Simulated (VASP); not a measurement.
Wanted: the native input for a VASP 6.6.1 run.

| Property | Result |
| --- | --- |
| Task | single point |
| Functional | PBE |
| Potentials or basis | VASP PAW PBE potentials, release 64 (Ti_sv, W_sv) |
| Cutoff | 520 eV |
| k mesh | 6 × 6 × 6 |
| Occupations | gaussian, width 0.1 eV |
| Spin | no spin polarisation |
| Dipole correction | no |
| Further INCAR settings | ALGO = Fast; EDIFF = 1e-06; NBANDS = 41 |

The structure of Ti2W3 lies in POSCAR:

```
Ti2W3
1.0
    0.0000000000      2.2667226927     11.3801052269
    1.5957090708      0.0000000000     11.3801052269
    1.5957090708      2.2667226927      0.0000000000
Ti W
2 3
Direct
    0.1948307905      0.1948307905      0.8051692095
    0.8051692095      0.8051692095      0.1948307905
    0.0000000000      0.0000000000      0.0000000000
    0.5979200499      0.5979200499      0.4020799501
    0.4020799501      0.4020799501      0.5979200499
```

The input as run:

INCAR

```
PREC = Accurate ; ENCUT = 520
EDIFF = 1E-6 ; ISMEAR = 0
SIGMA = 0.1 ; LREAL = False
LASPH = True ; NELM = 80
ALGO = Fast ; ISIF = 2
LWAVE = False ; LCHARG = True
GGA = PE ; LELF = True
LVHAR = True ; NBANDS = 41
```

KPOINTS

```
regular mesh
0
Gamma
  6 6 6
```

Potentials or basis: VASP PAW PBE potentials, release 64 (Ti_sv, W_sv).

Run with:

```console
$ cat potpaw_PBE.64/Ti_sv/POTCAR potpaw_PBE.64/W_sv/POTCAR > POTCAR
$ mpirun -np 1 vasp_std > vasp.out
```

Results of the run:

| Quantity | Value |
| --- | --- |
| Pressure | 0.3 GPa |
| Largest force | 0.016 eV/Å |
| Band gap on the k mesh | zero (bands 33 and 34 overlap by 1.70 eV) |

Caveat: the k points lie up to 0.40 Å⁻¹ apart, too coarse for converged energies and pressures of a metal; spin-orbit coupling is left out, which moves the levels of the heavy elements.

Wall time 12 min on 1 thread of Intel(R) Xeon(R) 6975P-C (Granite Rapids), with other jobs on the host, peak memory 0.48 GiB.
